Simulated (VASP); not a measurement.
# ZrO2 (Cubic zirconia) (Fm-3m) in VASP: further runs

The runs below take ZrO2 (Cubic zirconia) through single point, with PBE.

All numbers are computed with VASP 6.6.1; they aren't measurements. Logs are shortened: lines on timing, memory, paths and dates and some standing lists are left out, and cuts for length are marked.

## 1. The cell of the first run

The structure is cubic, space group Fm-3m (No. 225). Conventional cell: a = 5.070 Å, b = 5.070 Å, c = 5.070 Å, α = 90.00°, β = 90.00°, γ = 90.00°. Zr (site symmetry m-3m) has 8 O at 2.20 Å within 2.9 Å. O (site symmetry -43m) has 4 Zr at 2.20 Å and 6 O at 2.53 Å within 2.9 Å.

## 2. Single point, PBE

Input file INCAR:

```
SYSTEM = ZrO2
ALGO = Normal ; EDIFF = 1E-6
ENCUT = 600 ; GGA = PE
GGA_COMPAT = .False. ; ISIF = 2
ISMEAR = 0 ; LASPH = .True.
LCHARG = .True. ; LELF = .True.
LREAL = .False. ; LVHAR = .True.
LWAVE = .False. ; NBANDS = 19
NELM = 120 ; PREC = Accurate
SIGMA = 0.01
```

Input file KPOINTS:

```
k-points
0
Gamma
  3 3 3
  0 0 0
```

Input file POSCAR:

```
ZrO2
1.0
    3.5850310000      0.0000000000      0.0000000000
    1.7925155000      3.1047279194      0.0000000000
    1.7925155000      1.0349093065      2.9271655540
Zr O
1 2
Direct
    0.0000000000      0.0000000000      0.0000000000
    0.2500000000      0.2500000000      0.2500000000
    0.7500000000      0.7500000000      0.7500000000
```

Potentials or basis: VASP PAW PBE potentials, release 64 (Zr_sv, O).

Started as:

```
$ cat potpaw_PBE.64/Zr_sv/POTCAR potpaw_PBE.64/O/POTCAR > POTCAR
$ mpirun -np 1 vasp_std > vasp.out
```

OUTCAR:

```text
SYSTEM = ZrO2
   EDIFF = 1E-6
   ENCUT = 600
   GGA = PE
   ISIF = 2
   ISMEAR = 0
   LASPH = .True.
   LREAL = .False.
   NELM = 120
   PREC = Accurate

 ion  position               nearest neighbor table
   1  0.000  0.000  0.000-   3 2.20   2 2.20   3 2.20   2 2.20   2 2.20   3 2.20   2 2.20   3 2.20

   2  0.250  0.250  0.250-   1 2.20   1 2.20   1 2.20   1 2.20
   3  0.750  0.750  0.750-   1 2.20   1 2.20   1 2.20   1 2.20

  LATTYP: Found a face centered cubic cell.
 ALAT       =     5.0699994618

  Lattice vectors:

 A1 = (   3.5850310000,   0.0000000000,   0.0000000000)
 A2 = (   1.7925155000,   3.1047279194,   0.0000000000)
 A3 = (   1.7925155000,   1.0349093065,   2.9271655540)

Analysis of symmetry for initial positions (statically):
=====================================================================
 Subroutine PRICEL returns:
 Original cell was already a primitive cell.

 Routine SETGRP: Setting up the symmetry group for a
 face centered cubic supercell.

 Subroutine GETGRP returns: Found 48 space group operations
 (whereof 48 operations were pure point group operations)
 out of a pool of 48 trial point group operations.

The static configuration has the point symmetry O_h .

Analysis of symmetry for dynamics (positions and initial velocities):
=====================================================================
 Subroutine PRICEL returns:
 Original cell was already a primitive cell.

 Routine SETGRP: Setting up the symmetry group for a
 face centered cubic supercell.

 Subroutine GETGRP returns: Found 48 space group operations
 (whereof 48 operations were pure point group operations)
 out of a pool of 48 trial point group operations.

The dynamic configuration has the point symmetry O_h .

 Subroutine INISYM returns: Found 48 space group operations
 (whereof 48 operations are pure point group operations),
 and found     1 'primitive' translations

----------------------------------------------------------------------------------------

                                     Primitive cell

  volume of cell :      32.5810

  direct lattice vectors                    reciprocal lattice vectors
     3.585031000  0.000000000  0.000000000     0.278937616 -0.161044708 -0.113875805
     1.792515500  3.104727919  0.000000000     0.000000000  0.322089415 -0.113875805
     1.792515500  1.034909306  2.927165554     0.000000000  0.000000000  0.341627414

  length of vectors
     3.585031000  3.585031000  3.585031000     0.341627414  0.341627414  0.341627414

  position of ions in fractional coordinates (direct lattice)
     0.000000000  0.000000000  0.000000000
     0.250000000  0.250000000  0.250000000
     0.750000000  0.750000000  0.750000000

  ion indices of the primitive-cell ions
   primitive index   ion index
                 1           1
                 2           2
                 3           3

----------------------------------------------------------------------------------------

 KPOINTS: k-points

Automatic generation of k-mesh.
 Grid dimensions read from file:
 generate k-points for:    3    3    3

 Generating k-lattice:

  Cartesian coordinates                     Fractional coordinates (reciprocal lattice)
     0.092979205 -0.053681569 -0.037958602     0.333333333  0.000000000 -0.000000000
     0.000000000  0.107363138 -0.037958602     0.000000000  0.333333333 -0.000000000
     0.000000000  0.000000000  0.113875805     0.000000000  0.000000000  0.333333333

  Length of vectors
     0.113875805  0.113875805  0.113875805

  Shift w.r.t. Gamma in fractional coordinates (k-lattice)
     0.000000000  0.000000000  0.000000000

 Subroutine IBZKPT returns following result:
 ===========================================

 Found      4 irreducible k-points:

 Following reciprocal coordinates:
            Coordinates               Weight
  0.000000  0.000000  0.000000      1.000000
  0.333333 -0.000000 -0.000000      8.000000
  0.333333  0.333333  0.000000      6.000000
 -0.333333  0.333333  0.000000     12.000000
   k-points           NKPTS =      4   k-points in BZ     NKDIM =      4   number of bands    NBANDS=     19
   number of dos      NEDOS =    301   number of ions     NIONS =      3
   total plane-waves  NPLWV =  27000
   dimension x,y,z NGX =    30 NGY =   30 NGZ =   30
   dimension x,y,z NGXF=    60 NGYF=   60 NGZF=   60
   ions per type =               1   2
   NGX,Y,Z   is equivalent  to a cutoff of  13.91, 13.91, 13.91 a.u.
   NGXF,Y,Z  is equivalent  to a cutoff of  27.82, 27.82, 27.82 a.u.
 SYSTEM =  ZrO2
   PREC   = accura    normal or accurate (medium, high low for compatibility)
   ISTART =      0    job   : 0-new  1-cont  2-samecut
   ICHARG =      2    charge: 1-file 2-atom 10-const
   ISPIN  =      1    spin polarized calculation?
   LNONCOLLINEAR =      F non collinear calculations
   LSORBIT =      F    spin-orbit coupling
   LASPH  =      T    aspherical Exc in radial PAW
   ENCUT  =  600.0 eV  44.10 Ry    6.64 a.u.   7.16  7.16  7.16*2*pi/ulx,y,z
   NELM   =    120;   NELMIN=  2; NELMDL= -5     # of ELM steps
   EDIFF  = 0.1E-05   stopping-criterion for ELM
   LREAL  =      F    real-space projection
   EDIFFG = 0.1E-04   stopping-criterion for IOM
   NSW    =      0    number of steps for IOM
   IBRION =     -1    ionic relax: 0-MD 1-quasi-New 2-CG
   NFREE  =      0    steps in history (QN), initial steepest desc. (CG)
   ISIF   =      2    stress and relaxation
   ISYM   =      2    0-nonsym 1-usesym 2-fastsym
   POTIM  = 0.5000    time-step for ionic-motion
   TEBEG  =    0.0;   TEEND  =   0.0 temperature during run
   PSTRESS=    0.0 pullay stress
   NELECT =      24.0000    total number of electrons
   NUPDOWN=      -1.0000    fix difference up-down
   EMIN   =  10.00;   EMAX   =-10.00  energy-range for DOS
   EFERMI =   0.00;   METHOD = LEGACY
   ISMEAR =     0;   SIGMA  =   0.01  broadening in eV -4-tet -1-fermi 0-gaus
   EFERMI_NEDOS =   21; number of points for ismear=-14 and -15
   IALGO  =     38    algorithm
   IMIX   =      4    mixing-type and parameters
     AMIX     =   0.40;   BMIX     =  1.00
     AMIX_MAG =   1.60;   BMIX_MAG =  1.00
  volume/ion in A,a.u.               =      10.86        73.29
  Fermi-wavevector in a.u.,A,eV,Ry     =   1.478509  2.793977 29.742187  2.185989
  Thomas-Fermi vector in A             =   2.592781
   LORBIT       =      0    0 simple, 1 ext, 2 COOP (PROOUT), +10 PAW based schemes
   GGA     = PE    functional components
   LHFCALC =     F    Hartree Fock is set to
   AEXX    =    0.0000 exact exchange contribution
   IVDW    =     0    specifies the selected vdW correction
   LEPSILON=     F    determine dielectric tensor
   LRPA    =     F    only Hartree local field effects (RPA)
 non-spin polarized calculation
 Gauss-broadening in eV      SIGMA  =   0.01
  energy-cutoff  :      600.00
  volume of cell :       32.58
 maximum number of plane-waves:      1093
 NGX is ok and might be reduce to    30
   NGX = 15   NGY = 15   NGZ = 15

 number of electron      23.9999997 magnetization

 Free energy of the ion-electron system (eV)
  ---------------------------------------------------
  ext. energy  EPLUGINS =         0.00000000
  ---------------------------------------------------
  free energy    TOTEN  =       -28.54767797 eV

  energy without entropy =      -28.54767797  energy(sigma->0) =      -28.54767797

 E-fermi :   6.9683     XC(G=0): -11.8433

 val. band max:        6.8231318370   @ k =   0.0000   0.0000   0.0000
 cond. band min:      10.7447487848   @ k =   0.0000   0.0000   0.0000
 fundamental gap:      3.9216169479
 Fermi energy:         6.9682839467

 k-point     1 :       0.0000    0.0000    0.0000
  band No.  band energies     occupation
      1     -40.6714      2.00000
      2     -18.4936      2.00000
      3     -18.4936      2.00000
      4     -18.4936      2.00000
      5     -10.8943      2.00000
      6      -8.2938      2.00000
      7       2.0583      2.00000
      8       2.0583      2.00000
      9       2.0583      2.00000
     10       6.8231      2.00000
     11       6.8231      2.00000
     12       6.8231      2.00000
     13      10.7447      0.00000
     14      10.7447      0.00000
     15      14.0325      0.00000
     16      16.8702      0.00000
     17      16.8702      0.00000
     18      16.8702      0.00000
     19      21.8410      0.00000

 k-point     2 :       0.3333   -0.0000   -0.0000
  band No.  band energies     occupation
      1     -40.6341      2.00000
      2     -19.0505      2.00000
      3     -18.5490      2.00000
      4     -18.5490      2.00000
      5      -9.9732      2.00000
      6      -8.7828      2.00000
      7       2.8452      2.00000
      8       2.8452      2.00000
      9       4.1736      2.00000
     10       5.2789      2.00000
     11       5.8211      2.00000
     12       5.8211      2.00000
     13      11.5279      0.00000
     14      11.5279      0.00000
     15      13.7575      0.00000
     16      16.0166      0.00000
     17      16.0166      0.00000
     18      16.8982      0.00000
     19      20.7805      0.00000

 k-point     3 :       0.3333    0.3333    0.0000
  band No.  band energies     occupation
      1     -40.6218      2.00000
      2     -19.1001      2.00000
      3     -18.6316      2.00000
      4     -18.6316      2.00000
      5      -9.2931      2.00000
      6      -9.2705      2.00000
      7       2.4273      2.00000
      8       3.3288      2.00000
      9       3.3288      2.00000
     10       5.6269      2.00000
     11       6.5168      2.00000
     12       6.5168      2.00000
     13      11.4955      0.00000
     14      11.7476      0.00000
     15      14.6932      0.00000
     16      14.9716      0.00000
     17      14.9716      0.00000
     18      17.3406      0.00000
     19      22.7204      0.00000

 k-point     4 :      -0.3333    0.3333    0.0000
  band No.  band energies     occupation
      1     -40.6092      2.00000
      2     -19.0140      2.00000
      3     -18.9532      2.00000
      4     -18.6180      2.00000
      5      -9.3160      2.00000
      6      -8.9839      2.00000
      7       2.3222      2.00000
      8       3.6389      2.00000
      9       4.3496      2.00000
     10       4.6654      2.00000
     11       6.2720      2.00000
     12       6.7073      2.00000
     13      11.3627      0.00000
     14      12.1703      0.00000
     15      13.8896      0.00000
     16      14.0870      0.00000
     17      15.2142      0.00000
     18      19.0215      0.00000
     19      22.8270      0.00000

------------------------ aborting loop because EDIFF is reached ----------------------------------------

  FORCE on cell =-STRESS in cart. coord.  units (eV):
  Direction    XX          YY          ZZ          XY          YZ          ZX
  --------------------------------------------------------------------------------------
  -------------------------------------------------------------------------------------
  Total        1.3809234      1.3809234      1.3809234      0.0000000      0.0000000     -0.0000000
  in kB       67.9072919     67.9072919     67.9072919      0.0000000      0.0000000     -0.0000000
  external PRESSURE =      67.9072919 kB  Pullay stress =       0.0000000 kB

 VOLUME and BASIS-vectors are now :
 -----------------------------------------------------------------------------
  energy-cutoff  :      600.00
  volume of cell :       32.58
      direct lattice vectors                 reciprocal lattice vectors
     3.585031000  0.000000000  0.000000000     0.278937616 -0.161044708 -0.113875805
     1.792515500  3.104727919  0.000000000     0.000000000  0.322089415 -0.113875805
     1.792515500  1.034909306  2.927165554     0.000000000  0.000000000  0.341627414

 POSITION                                       TOTAL-FORCE (eV/Angst)
 -----------------------------------------------------------------------------------
      0.00000      0.00000      0.00000         0.000000      0.000000     -0.000000
      1.79252      1.03491      0.73179        -0.000000      0.000000     -0.000000
      5.37755      3.10473      2.19537         0.000000     -0.000000      0.000000
 -----------------------------------------------------------------------------------
    total drift:                               -0.000000      0.000000     -0.000000

  FREE ENERGIE OF THE ION-ELECTRON SYSTEM (eV)
  ---------------------------------------------------
  free  energy   TOTEN  =       -28.5476779677 eV

  energy  without entropy=      -28.5476779677  energy(sigma->0) =      -28.54767797
```

Run time: 7.1 s. Hardware: 1 thread of AMD EPYC 7R13 (Zen 3), shared host; peak memory 0.13 GiB.

Results:

```
Free energy            : -28.5477 eV
Pressure               : 6.8 GPa
Band gap on the k mesh : 3.92 eV, direct
```

Levels at points of the mesh, in eV from the valence-band top:
```csv
k point,band 8,band 9,band 10,band 11,band 12,band 13,band 14,band 15,band 16,band 17
"(0.00, 0.00, 0.00)",-4.76,-4.76,0.00,0.00,0.00,3.92,3.92,7.21,10.05,10.05
```

Caveat: the k points lie up to 0.72 Å⁻¹ apart.

## 3. Single point, PBE

Input file INCAR:

```
PREC = Accurate
ENCUT = 600
EDIFF = 1E-6
ISMEAR = 0
SIGMA = 0.01
LREAL = False
LASPH = True
NELM = 120
ALGO = Normal
ISIF = 2
LWAVE = False
LCHARG = False
GGA = PE
NBANDS = 19
GGA_COMPAT = False
```

Input file KPOINTS:

```
Automatic mesh
0
Gamma
  4 4 4
```

POSCAR is that of step 2.

Potentials or basis: VASP PAW PBE potentials, release 64 (Zr_sv, O).

Started as:

```
$ cat potpaw_PBE.64/Zr_sv/POTCAR potpaw_PBE.64/O/POTCAR > POTCAR
$ mpirun -np 1 vasp_std > vasp.out
```

Run time: 11 s. Hardware: 1 thread of AMD EPYC 7R13 (Zen 3), shared host; peak memory 0.13 GiB.

Results (log left out):

```yaml
Free_energy: -28.5515 eV
Pressure: 6.8 GPa
Band_gap_on_the_k_mesh: 3.39 eV, indirect (least direct gap 3.84 eV)
```

Levels at points of the mesh, in eV from the valence-band top:
```
           k point  band 9  band 10  band 11  band 12  band 13  band 14  band 15  band 16
(0.00, 0.00, 0.00)   -5.30    -0.54    -0.54    -0.54     3.39     3.39     6.67     9.51
(0.50, 0.00, 0.00)   -2.55    -2.48    -1.65    -1.65     4.04     4.04     6.19     8.59
(0.50, 0.50, 0.00)   -3.17    -1.53    -1.53     0.00     3.84     4.80     5.94     7.38
```

Caveat: the k points lie up to 0.54 Å⁻¹ apart. A hybrid or GW would open this gap; PBE tends to underestimate it.

## 4. Single point, PBE

Input file INCAR:

```
SYSTEM = ZrO2
PREC     = Accurate       ! precision mode
ENCUT    = 600            ! plane-wave cutoff, eV
EDIFF    = 1E-6           ! SCF threshold, eV
ISMEAR   = 0              ! smearing method
SIGMA    = 0.01           ! smearing width, eV
LREAL    = .False.        ! projectors in reciprocal space
LASPH    = .True.         ! aspherical terms in the spheres
NELM     = 120            ! most SCF steps
ALGO     = Normal         ! electronic algorithm
ISIF     = 2              ! what is computed and relaxed
LWAVE    = .False.        ! write WAVECAR
LCHARG   = .True.         ! write CHGCAR
GGA      = PE             ! functional
LELF     = .True.         ! ELF
LVHAR    = .True.       
NBANDS   = 19             ! bands
GGA_COMPAT= .False.
```

Input file KPOINTS:

```
regular mesh
0
Gamma
  4 4 4
  0 0 0
```

POSCAR is that of step 3.

Started as:

```
$ cat potpaw_PBE.64/Zr_sv/POTCAR potpaw_PBE.64/O/POTCAR > POTCAR
$ mpirun -np 1 vasp_std > vasp.out
```

Wall time 9.9 s (1 thread of AMD EPYC 7R13 (Zen 3), shared host); peak memory 0.13 GiB.

It converged, with:

```
Free energy            : -28.5515 eV
Pressure               : 6.8 GPa
Band gap on the k mesh : 3.39 eV, indirect (least direct gap 3.84 eV)
```

Levels at points of the mesh, in eV from the valence-band top:
| k point | band 9 | band 10 | band 11 | band 12 | band 13 | band 14 | band 15 | band 16 |
| --- | --- | --- | --- | --- | --- | --- | --- | --- |
| (0.00, 0.00, 0.00) | -5.30 | -0.54 | -0.54 | -0.54 | 3.39 | 3.39 | 6.67 | 9.51 |
| (0.50, 0.00, 0.00) | -2.55 | -2.48 | -1.65 | -1.65 | 4.04 | 4.04 | 6.19 | 8.59 |
| (0.50, 0.50, 0.00) | -3.17 | -1.53 | -1.53 | 0.00 | 3.84 | 4.80 | 5.94 | 7.38 |

Caveat: the k points lie up to 0.54 Å⁻¹ apart.

## 5. Single point, PBE

Input file INCAR:

```
ALGO = Normal
EDIFF = 1E-6
ENCUT = 600
GGA = PE
GGA_COMPAT = F
ISIF = 2
ISMEAR = 0
LASPH = T
LCHARG = T
LELF = T
LREAL = F
LVHAR = T
LWAVE = F
NBANDS = 19
NELM = 120
PREC = Accurate
SIGMA = 0.01
```

Input file KPOINTS:

```
k-points
0
Gamma
  5 5 5
```

POSCAR is that of step 4.

Started as:

```
$ cat potpaw_PBE.64/Zr_sv/POTCAR potpaw_PBE.64/O/POTCAR > POTCAR
$ mpirun -np 1 vasp_std > vasp.out
```

It took 13 s on 1 thread of AMD EPYC 7R13 (Zen 3), shared host; peak memory 0.14 GiB.

Results (log left out):

```
Free energy            : -28.5518 eV
Pressure               : 6.9 GPa
Band gap on the k mesh : 3.58 eV, indirect (least direct gap 3.92 eV)
```

Levels at points of the mesh, in eV from the valence-band top:
```
           k point  band 9  band 10  band 11  band 12  band 13  band 14  band 15  band 16
(0.00, 0.00, 0.00)   -5.10    -0.34    -0.34    -0.34     3.58     3.58     6.87     9.71
```

Caveat: the k points lie up to 0.43 Å⁻¹ apart.

## 6. Single point, PBE

Input file INCAR:

```
SYSTEM = ZrO2
PREC = Accurate
ENCUT = 600
EDIFF = 1E-6
ISMEAR = 0
SIGMA = 0.01
LREAL = .FALSE.
LASPH = .TRUE.
NELM = 120
ALGO = Normal
ISIF = 2
LWAVE = .FALSE.
LCHARG = .FALSE.
GGA = PE
NBANDS = 19
GGA_COMPAT = .FALSE.
```

Input file KPOINTS:

```
Automatic mesh
0
G
  7 7 7
  0 0 0
```

POSCAR is that of step 5.

Potentials or basis: VASP PAW PBE potentials, release 64 (Zr_sv, O).

Started as:

```
$ cat potpaw_PBE.64/Zr_sv/POTCAR potpaw_PBE.64/O/POTCAR > POTCAR
$ mpirun -np 1 vasp_std > vasp.out
```

It took 20 s on 1 thread of AMD EPYC 7R13 (Zen 3), shared host; peak memory 0.14 GiB.

Results (log left out):

```
Free energy            : -28.5518 eV
Pressure               : 6.9 GPa
Band gap on the k mesh : 3.48 eV, indirect (least direct gap 3.92 eV)
```

Levels at points of the mesh, in eV from the valence-band top:
| k point | band 8 | band 9 | band 10 | band 11 | band 12 | band 13 | band 14 | band 15 | band 16 | band 17 |
| --- | --- | --- | --- | --- | --- | --- | --- | --- | --- | --- |
| (0.00, 0.00, 0.00) | -5.21 | -5.21 | -0.45 | -0.45 | -0.45 | 3.48 | 3.48 | 6.76 | 9.60 | 9.60 |

A k mesh can miss the band edges. A hybrid or GW would open this gap; PBE tends to underestimate it.

## 7. The runs side by side

```tsv
k mesh	gap on the mesh (eV)	pressure (GPa)
3 × 3 × 3	3.92	6.8
4 × 4 × 4	3.39	6.8
5 × 5 × 5	3.58	6.9
7 × 7 × 7	3.48	6.9
```

Alike in all rows: task single point; level PBE; potentials or basis VASP PAW PBE potentials, release 64 (Zr_sv, O); no spin polarisation; cell as given; cutoff (eV) 600; smearing gaussian 0.01 eV.

Caveats: some runs use coarse meshes.

Total energies depend on the potentials used, so only differences within one code and one set of settings carry meaning.
